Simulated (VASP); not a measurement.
Set up this calculation in VASP 6.6.1, as the native input.

| Item | Value |
| --- | --- |
| Task | relaxation of the atoms |
| Functional | r2SCAN |
| Potentials or basis | VASP PAW PBE potentials, release 64 (Zn, S) |
| Cutoff | 520 eV |
| k mesh | 10 × 10 × 10 |
| Occupations | fermi-dirac, width 0.02 eV |
| Spin | no spin polarisation |
| Dipole correction | no |
| Further INCAR settings | ALGO = Normal; EDIFF = 1e-06; IBRION = 2; EDIFFG = -0.01; NSW = 50 |

ZnS:

```
Zn S
1.0
     0.00000    2.73065    2.73065
     2.73065    0.00000    2.73065
     2.73065    2.73065    0.00000
Zn S
1 1
Direct
  0.25000 0.25000 0.25000
  0.00000 0.00000 0.00000
```

The input as run:

POSCAR

```
ZnS
1.0
    0.0000000000      2.7306484700      2.7306484700
    2.7306484700      0.0000000000      2.7306484700
    2.7306484700      2.7306484700      0.0000000000
Zn S
1 1
Direct
    0.2500000000      0.2500000000      0.2500000000
    0.0000000000      0.0000000000      0.0000000000
```

INCAR.step1

```
SYSTEM = ZnS
PREC = Accurate ; ENCUT = 520
ISMEAR = -1 ; SIGMA = 0.02
LREAL = .False. ; LASPH = .True.
NELM = 80 ; GGA = PE
ALGO = Normal ; EDIFF = 1E-4
LWAVE = .True. ; LCHARG = .False.
```

INCAR.step2

```
SYSTEM = ZnS
PREC = Accurate ; ENCUT = 520
EDIFF = 1E-6 ; ISMEAR = -1
SIGMA = 0.02 ; LREAL = .False.
LASPH = .True. ; NELM = 80
ALGO = Normal ; ISIF = 2
LWAVE = .False. ; LCHARG = .False.
METAGGA = R2SCAN ; LMIXTAU = .True.
IBRION = 2 ; NSW = 50
EDIFFG = -0.01 ; ISTART = 1
```

KPOINTS

```
Automatic mesh
0
Gamma
  10 10 10
  0 0 0
```

Potentials or basis: VASP PAW PBE potentials, release 64 (Zn, S).

The run is started by

```console
$ cat potpaw_PBE.64/Zn/POTCAR potpaw_PBE.64/S/POTCAR > POTCAR
$ cp INCAR.step1 INCAR
$ mpirun -np 1 vasp_std > vasp.out
$ cp INCAR.step2 INCAR
$ mpirun -np 1 vasp_std > vasp.out
```

Results of the run:

```yaml
Pressure_after_relaxing: -2.8 GPa
Band_gap_on_the_k_mesh: 2.53 eV, direct
```

Caveat: the relaxation stopped at its first step, so nothing moved; the PAW data sets were made with another functional, which shifts forces and pressure a little.

Wall time 57 s on 1 thread of AMD EPYC 9R45 96-Core Processor (Zen 5) (shared host), peak memory 0.15 GiB.
